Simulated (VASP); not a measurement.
# BaTe (F-43m) in VASP: settings compared

BaTe is run at these levels: r2SCAN, LDA, PBE; tasks: single point.

Everything below comes from runs of VASP 6.6.1. Logs are shortened: lines on timing, memory, paths and dates and some standing lists are left out, and cuts for length are marked.

## Step 1: The cell of the first run

The structure is cubic, space group F-43m (No. 216). The conventional cell has a = 7.828 Å, b = 7.828 Å, c = 7.828 Å, α = 90.00°, β = 90.00°, γ = 90.00°. Within 4.5 Å of Ba (site symmetry -43m) lie 4 Te at 3.39 Å. Te (site symmetry -43m) has 4 Ba at 3.39 Å within 4.5 Å.

## Step 2: Single point, r2SCAN

The input, POSCAR:

```
BaTe
1.0
    0.0000000000      3.9141586662      3.9141586662
    3.9141586662      0.0000000000      3.9141586662
    3.9141586662      3.9141586662      0.0000000000
Ba Te
1 1
Direct
    0.0000000000      0.0000000000      0.0000000000
    0.2500000000      0.2500000000      0.2500000000
```

The input, INCAR.step1:

```
PREC = Accurate
ENCUT = 520
ISMEAR = 0
SIGMA = 0.01
LREAL = F
LASPH = T
NELM = 100
NBANDS = 15
GGA = PE
ALGO = Normal
EDIFF = 1E-4
LWAVE = T
LCHARG = F
```

The input, INCAR.step2:

```
PREC = Accurate
ENCUT = 520
EDIFF = 1E-7
ISMEAR = 0
SIGMA = 0.01
LREAL = F
LASPH = T
NELM = 100
ALGO = Normal
ISIF = 2
LWAVE = F
LCHARG = F
METAGGA = R2SCAN
LMIXTAU = T
NBANDS = 15
ISTART = 1
```

The input, KPOINTS:

```
Automatic mesh
0
Gamma
  4 4 4
```

Potentials or basis: VASP PAW PBE potentials, release 64 (Ba_sv, Te).

Command:

```bash
cat potpaw_PBE.64/Ba_sv/POTCAR potpaw_PBE.64/Te/POTCAR > POTCAR
cp INCAR.step1 INCAR
mpirun -np 1 vasp_std > vasp.out
cp INCAR.step2 INCAR
mpirun -np 1 vasp_std > vasp.out
```

OUTCAR:

```text
PREC = Accurate
   ENCUT = 520
   EDIFF = 1E-7
   ISMEAR = 0
   LREAL = F
   LASPH = T
   NELM = 100
   ISIF = 2
   METAGGA = R2SCAN
   ISTART = 1

 ion  position               nearest neighbor table
   1  0.000  0.000  0.000-   2 3.39   2 3.39   2 3.39   2 3.39
   2  0.250  0.250  0.250-   1 3.39   1 3.39   1 3.39   1 3.39

  LATTYP: Found a face centered cubic cell.
 ALAT       =     7.8283173324

  Lattice vectors:

 A1 = (   0.0000000000,   3.9141586662,   3.9141586662)
 A2 = (   3.9141586662,   0.0000000000,   3.9141586662)
 A3 = (   3.9141586662,   3.9141586662,   0.0000000000)

Analysis of symmetry for initial positions (statically):
=====================================================================
 Subroutine PRICEL returns:
 Original cell was already a primitive cell.

 Routine SETGRP: Setting up the symmetry group for a
 face centered cubic supercell.

 Subroutine GETGRP returns: Found 24 space group operations
 (whereof 24 operations were pure point group operations)
 out of a pool of 48 trial point group operations.

The static configuration has the point symmetry T_d .

Analysis of symmetry for dynamics (positions and initial velocities):
=====================================================================
 Subroutine PRICEL returns:
 Original cell was already a primitive cell.

 Routine SETGRP: Setting up the symmetry group for a
 face centered cubic supercell.

 Subroutine GETGRP returns: Found 24 space group operations
 (whereof 24 operations were pure point group operations)
 out of a pool of 48 trial point group operations.

The dynamic configuration has the point symmetry T_d .

 Subroutine INISYM returns: Found 24 space group operations
 (whereof 24 operations are pure point group operations),
 and found     1 'primitive' translations

----------------------------------------------------------------------------------------

                                     Primitive cell

  volume of cell :     119.9348

  direct lattice vectors                    reciprocal lattice vectors
     0.000000000  3.914158666  3.914158666    -0.127741372  0.127741372  0.127741372
     3.914158666  0.000000000  3.914158666     0.127741372 -0.127741372  0.127741372
     3.914158666  3.914158666  0.000000000     0.127741372  0.127741372 -0.127741372

  length of vectors
     5.535456271  5.535456271  5.535456271     0.221254547  0.221254547  0.221254547

  position of ions in fractional coordinates (direct lattice)
     0.000000000  0.000000000  0.000000000
     0.250000000  0.250000000  0.250000000

  ion indices of the primitive-cell ions
   primitive index   ion index
                 1           1
                 2           2

----------------------------------------------------------------------------------------

 KPOINTS: Automatic mesh

Automatic generation of k-mesh.
 Grid dimensions read from file:
 generate k-points for:    4    4    4

 Generating k-lattice:

  Cartesian coordinates                     Fractional coordinates (reciprocal lattice)
    -0.031935343  0.031935343  0.031935343     0.250000000  0.000000000  0.000000000
     0.031935343 -0.031935343  0.031935343     0.000000000  0.250000000  0.000000000
     0.031935343  0.031935343 -0.031935343     0.000000000  0.000000000  0.250000000

  Length of vectors
     0.055313637  0.055313637  0.055313637

  Shift w.r.t. Gamma in fractional coordinates (k-lattice)
     0.000000000  0.000000000  0.000000000

 Subroutine IBZKPT returns following result:
 ===========================================

 Found      8 irreducible k-points:

 Following reciprocal coordinates:
            Coordinates               Weight
  0.000000  0.000000  0.000000      1.000000
  0.250000  0.000000  0.000000      8.000000
  0.500000  0.000000  0.000000      4.000000
  0.250000  0.250000  0.000000      6.000000
  0.500000  0.250000  0.000000     24.000000
 -0.250000  0.250000  0.000000     12.000000
  0.500000  0.500000  0.000000      3.000000
 -0.250000  0.500000  0.250000      6.000000
   k-points           NKPTS =      8   k-points in BZ     NKDIM =      8   number of bands    NBANDS=     15
   number of dos      NEDOS =    301   number of ions     NIONS =      2
   total plane-waves  NPLWV =  74088
   dimension x,y,z NGX =    42 NGY =   42 NGZ =   42
   dimension x,y,z NGXF=    84 NGYF=   84 NGZF=   84
   ions per type =               1   1
   NGX,Y,Z   is equivalent  to a cutoff of  12.61, 12.61, 12.61 a.u.
   NGXF,Y,Z  is equivalent  to a cutoff of  25.23, 25.23, 25.23 a.u.
 SYSTEM =  unknown system
   PREC   = accura    normal or accurate (medium, high low for compatibility)
   ISTART =      1    job   : 0-new  1-cont  2-samecut
   ICHARG =      0    charge: 1-file 2-atom 10-const
   ISPIN  =      1    spin polarized calculation?
   LNONCOLLINEAR =      F non collinear calculations
   LSORBIT =      F    spin-orbit coupling
   LASPH  =      T    aspherical Exc in radial PAW
   ENCUT  =  520.0 eV  38.22 Ry    6.18 a.u.  10.29 10.29 10.29*2*pi/ulx,y,z
   NELM   =    100;   NELMIN=  2; NELMDL=  0     # of ELM steps
   EDIFF  = 0.1E-06   stopping-criterion for ELM
   LREAL  =      F    real-space projection
   EDIFFG = 0.1E-05   stopping-criterion for IOM
   NSW    =      0    number of steps for IOM
   IBRION =     -1    ionic relax: 0-MD 1-quasi-New 2-CG
   NFREE  =      0    steps in history (QN), initial steepest desc. (CG)
   ISIF   =      2    stress and relaxation
   ISYM   =      2    0-nonsym 1-usesym 2-fastsym
   POTIM  = 0.5000    time-step for ionic-motion
   TEBEG  =    0.0;   TEEND  =   0.0 temperature during run
   PSTRESS=    0.0 pullay stress
   NELECT =      16.0000    total number of electrons
   NUPDOWN=      -1.0000    fix difference up-down
   EMIN   =  10.00;   EMAX   =-10.00  energy-range for DOS
   EFERMI =   0.00;   METHOD = LEGACY
   ISMEAR =     0;   SIGMA  =   0.01  broadening in eV -4-tet -1-fermi 0-gaus
   EFERMI_NEDOS =   21; number of points for ismear=-14 and -15
   IALGO  =     38    algorithm
   IMIX   =      4    mixing-type and parameters
     AMIX     =   0.40;   BMIX     =  1.00
     AMIX_MAG =   1.60;   BMIX_MAG =  1.00
  volume/ion in A,a.u.               =      59.97       404.68
  Fermi-wavevector in a.u.,A,eV,Ry     =   0.836501  1.580757  9.520455  0.699734
  Thomas-Fermi vector in A             =   1.950236
   LORBIT       =      0    0 simple, 1 ext, 2 COOP (PROOUT), +10 PAW based schemes
   METAGGA = R2SCAN    functional components
   LHFCALC =     F    Hartree Fock is set to
   AEXX    =    0.0000 exact exchange contribution
   IVDW    =     0    specifies the selected vdW correction
   LEPSILON=     F    determine dielectric tensor
   LRPA    =     F    only Hartree local field effects (RPA)
 non-spin polarized calculation
 Gauss-broadening in eV      SIGMA  =   0.01
  energy-cutoff  :      520.00
  volume of cell :      119.93
 maximum number of plane-waves:      3250
 NGX is ok and might be reduce to    42
   NGX = 21   NGY = 21   NGZ = 21

 number of electron      16.0000000 magnetization

 Free energy of the ion-electron system (eV)
  ---------------------------------------------------
  ext. energy  EPLUGINS =         0.00000000
  ---------------------------------------------------
  free energy    TOTEN  =       -55.37534800 eV

  energy without entropy =      -55.37534800  energy(sigma->0) =      -55.37534800

 E-fermi :  -0.0810     XC(G=0):  -7.0548

 val. band max:       -0.2079378379   @ k =  -0.2500   0.5000   0.2500
 cond. band min:       2.7395378631   @ k =   0.0000   0.0000   0.0000
 fundamental gap:      2.9474757010
 Fermi energy:        -0.0809719292

 k-point     1 :       0.0000    0.0000    0.0000
  band No.  band energies     occupation
      1     -27.8922      2.00000
      2     -12.6562      2.00000
      3     -12.6562      2.00000
      4     -12.6562      2.00000
      5      -9.2041      2.00000
      6      -0.6357      2.00000
      7      -0.6357      2.00000
      8      -0.6357      2.00000
      9       2.7395      0.00000
     10       4.3878      0.00000
     11       4.3878      0.00000
     12       6.3454      0.00000
     13       6.3454      0.00000
     14       6.3454      0.00000
     15       8.2928      0.00000

 k-point     2 :       0.2500    0.0000    0.0000
  band No.  band energies     occupation
      1     -27.8903      2.00000
      2     -12.7493      2.00000
      3     -12.6638      2.00000
      4     -12.6638      2.00000
      5      -9.0572      2.00000
      6      -0.8441      2.00000
      7      -0.5394      2.00000
      8      -0.5394      2.00000
      9       3.7302      0.00000
     10       4.2281      0.00000
     11       4.2281      0.00000
     12       5.7464      0.00000
     13       6.5020      0.00000
     14       6.5020      0.00000
     15       6.5191      0.00000

 k-point     3 :       0.5000    0.0000    0.0000
  band No.  band energies     occupation
      1     -27.8884      2.00000
      2     -12.8358      2.00000
      3     -12.6714      2.00000
      4     -12.6714      2.00000
      5      -8.9199      2.00000
      6      -0.8980      2.00000
      7      -0.4516      2.00000
      8      -0.4516      2.00000
      9       4.1568      0.00000
     10       4.5898      0.00000
     11       4.5898      0.00000
     12       4.7771      0.00000
     13       5.4698      0.00000
     14       5.4698      0.00000
     15       7.6251      0.00000

 k-point     4 :       0.2500    0.2500    0.0000
  band No.  band energies     occupation
      1     -27.8897      2.00000
      2     -12.7634      2.00000
      3     -12.6745      2.00000
      4     -12.6745      2.00000
      5      -9.0085      2.00000
      6      -0.9916      2.00000
      7      -0.4421      2.00000
      8      -0.4421      2.00000
      9       3.3902      0.00000
     10       4.2616      0.00000
     11       4.7766      0.00000
     12       5.9466      0.00000
     13       6.0677      0.00000
     14       6.0677      0.00000
     15       7.5264      0.00000

 k-point     5 :       0.5000    0.2500    0.0000
  band No.  band energies     occupation
      1     -27.8878      2.00000
      2     -12.8355      2.00000
      3     -12.6961      2.00000
      4     -12.6821      2.00000
      5      -8.8708      2.00000
      6      -0.9392      2.00000
      7      -0.4575      2.00000
      8      -0.3334      2.00000
      9       3.2818      0.00000
     10       4.2333      0.00000
     11       4.7663      0.00000
     12       5.6193      0.00000
     13       5.9130      0.00000
     14       6.2309      0.00000
     15       7.7711      0.00000

 k-point     6 :      -0.2500    0.2500    0.0000
  band No.  band energies     occupation
      1     -27.8884      2.00000
      2     -12.8126      2.00000
      3     -12.6963      2.00000
      4     -12.6715      2.00000
      5      -8.9164      2.00000
      6      -0.8083      2.00000
      7      -0.5803      2.00000
      8      -0.4289      2.00000
      9       3.7603      0.00000
     10       4.0345      0.00000
     11       4.5078      0.00000
     12       5.5943      0.00000
     13       6.0076      0.00000
     14       6.5054      0.00000
     15       7.0707      0.00000

 k-point     7 :       0.5000    0.5000    0.0000
  band No.  band energies     occupation
      1     -27.8871      2.00000
      2     -12.8604      2.00000
      3     -12.6927      2.00000
      4     -12.6927      2.00000
      5      -8.8257      2.00000
      6      -1.1644      2.00000
      7      -0.2099      2.00000
      8      -0.2099      2.00000
      9       2.9751      0.00000
     10       4.1612      0.00000
     11       5.2679      0.00000
     12       5.2679      0.00000
     13       5.3294      0.00000
     14       7.3927      0.00000
     15       8.0130      0.00000

 k-point     8 :      -0.2500    0.5000    0.2500
  band No.  band energies     occupation
      1     -27.8871      2.00000
      2     -12.8477      2.00000
      3     -12.7064      2.00000
      4     -12.6931      2.00000
      5      -8.8246      2.00000
      6      -0.7553      2.00000
      7      -0.6921      2.00000
      8      -0.2079      2.00000
      9       2.9875      0.00000
     10       3.9854      0.00000
     11       5.0529      0.00000
     12       5.3863      0.00000
     13       6.2557      0.00000
     14       7.4606      0.00000
     15       7.6758      0.00000

------------------------ aborting loop because EDIFF is reached ----------------------------------------

  FORCE on cell =-STRESS in cart. coord.  units (eV):
  Direction    XX          YY          ZZ          XY          YZ          ZX
  --------------------------------------------------------------------------------------
  -------------------------------------------------------------------------------------
  Total        0.1316222      0.1316222      0.1316222      0.0000000      0.0000000      0.0000000
  in kB        1.7583054      1.7583054      1.7583054      0.0000000      0.0000000      0.0000000
  external PRESSURE =       1.7583054 kB  Pullay stress =       0.0000000 kB

 VOLUME and BASIS-vectors are now :
 -----------------------------------------------------------------------------
  energy-cutoff  :      520.00
  volume of cell :      119.93
      direct lattice vectors                 reciprocal lattice vectors
     0.000000000  3.914158666  3.914158666    -0.127741372  0.127741372  0.127741372
     3.914158666  0.000000000  3.914158666     0.127741372 -0.127741372  0.127741372
     3.914158666  3.914158666  0.000000000     0.127741372  0.127741372 -0.127741372

 POSITION                                       TOTAL-FORCE (eV/Angst)
 -----------------------------------------------------------------------------------
      0.00000      0.00000      0.00000        -0.000000     -0.000000     -0.000000
      1.95708      1.95708      1.95708         0.000000      0.000000      0.000000
 -----------------------------------------------------------------------------------
    total drift:                               -0.000000     -0.000000     -0.000000

  FREE ENERGIE OF THE ION-ELECTRON SYSTEM (eV)
  ---------------------------------------------------
  free  energy   TOTEN  =       -55.3753480029 eV

  energy  without entropy=      -55.3753480029  energy(sigma->0) =      -55.37534800
```

It took 92 s on 1 thread of AMD EPYC 7R13 (Zen 3), shared host; peak memory 0.25 GiB.

What came out:

| Property | Result |
| --- | --- |
| Free energy | -55.3753 eV |
| Pressure | 0.2 GPa |
| Band gap on the k mesh | 2.95 eV, indirect (least direct gap 3.19 eV) |

Caveat: the PAW data sets were made with another functional, which shifts forces and pressure a little; spin-orbit coupling is left out, which moves the levels of the heavy elements.

## Step 3: Single point, LDA

The input, INCAR:

```
SYSTEM = BaTe
ALGO = Normal ; EDIFF = 1E-7
ENCUT = 520 ; ISIF = 2
ISMEAR = 0 ; LASPH = .TRUE.
LCHARG = .FALSE. ; LREAL = .FALSE.
LWAVE = .FALSE. ; NBANDS = 15
NELM = 60 ; PREC = Accurate
SIGMA = 0.01
```

The input, KPOINTS:

```
k-points
0
G
  6 6 6
  0 0 0
```

POSCAR is that of step 2.

Potentials or basis: VASP PAW LDA potentials, release 64 (Ba_sv, Te).

Command:

```bash
cat potpaw_LDA.64/Ba_sv/POTCAR potpaw_LDA.64/Te/POTCAR > POTCAR
mpirun -np 1 vasp_std > vasp.out
```

Wall time 31 s (1 thread of AMD EPYC 7R13 (Zen 3), shared host); peak memory 0.18 GiB.

The run converged. Its results:

* Free energy: -8.8344 eV
* Pressure: -1.3 GPa
* Band gap on the k mesh: 2.31 eV, indirect (least direct gap 2.74 eV)

Levels at points of the mesh, in eV from the valence-band top:
| k point | band 5 | band 6 | band 7 | band 8 | band 9 | band 10 | band 11 | band 12 |
| --- | --- | --- | --- | --- | --- | --- | --- | --- |
| (0.00, 0.00, 0.00) | -8.80 | -0.44 | -0.44 | -0.44 | 2.31 | 4.02 | 4.02 | 5.97 |
| (0.50, 0.00, 0.00) | -8.52 | -0.74 | -0.26 | -0.26 | 3.84 | 4.21 | 4.21 | 4.31 |
| (0.50, 0.50, 0.00) | -8.43 | -1.01 | 0.00 | 0.00 | 2.74 | 3.76 | 4.86 | 4.88 |

Caveat: spin-orbit coupling is left out, which moves the levels of the heavy elements. A hybrid or GW would open this gap; LDA tends to underestimate it.

## Step 4: Single point, PBE, non-collinear spin, zero start, spin-orbit coupling

The input, INCAR:

```
SYSTEM = BaTe
  ALGO = Normal
  EDIFF = 1E-6
  ENCUT = 520
  GGA = PE
  GGA_COMPAT = .False.
  ISIF = 2
  ISMEAR = 0
  LASPH = .True.
  LCHARG = .False.
  LNONCOLLINEAR = .True.
  LORBIT = 11
  LORBMOM = .True.
  LREAL = .False.
  LSORBIT = .True.
  LWAVE = .False.
  MAGMOM = 0 0 0 0 0 0
  NBANDS = 28
  NELM = 150
  PREC = Accurate
  SIGMA = 0.01
```

The input, KPOINTS:

```
k-points
0
Gamma
  4 4 4
  0 0 0
```

POSCAR is that of step 3.

Potentials or basis: VASP PAW PBE potentials, release 64 (Ba_sv, Te).

Command:

```bash
cat potpaw_PBE.64/Ba_sv/POTCAR potpaw_PBE.64/Te/POTCAR > POTCAR
mpirun -np 1 vasp_ncl > vasp.out
```

It took 2.1 min on 1 thread of AMD EPYC 7R13 (Zen 3), shared host; peak memory 0.52 GiB.

The run converged. Its results:

* Free energy: -8.3826 eV
* Pressure: 0.2 GPa
* Net moment: 0.00 μB per cell
* Valence electrons inside the program's atomic spheres: Ba 7.89; Te 3.47

Moments on the atoms (μB; x, y, z):
```
Ba  0.00 0.00 0.00
Te  0.00 0.00 0.00
```

## Step 5: Overview

| level | potentials or basis | spin | k mesh | gap on the mesh (eV) | pressure (GPa) |
| --- | --- | --- | --- | --- | --- |
| r2SCAN | VASP PAW PBE potentials, release 64 (Ba_sv, Te) | off | 4 × 4 × 4 | 2.95 | 0.2 |
| LDA | VASP PAW LDA potentials, release 64 (Ba_sv, Te) | off | 6 × 6 × 6 | 2.31 | -1.3 |
| PBE | VASP PAW PBE potentials, release 64 (Ba_sv, Te) | non-collinear, zero start, SOC | 4 × 4 × 4 | - | 0.2 |

Alike in all rows: task single point; cell as given; cutoff (eV) 520; smearing gaussian 0.01 eV.

Caveats: spin-orbit coupling is left out, which moves the levels of the heavy elements (some runs); the PAW data sets were made with another functional, which shifts forces and pressure a little (some runs).

Absolute energies hang on the potentials; compare differences alone.
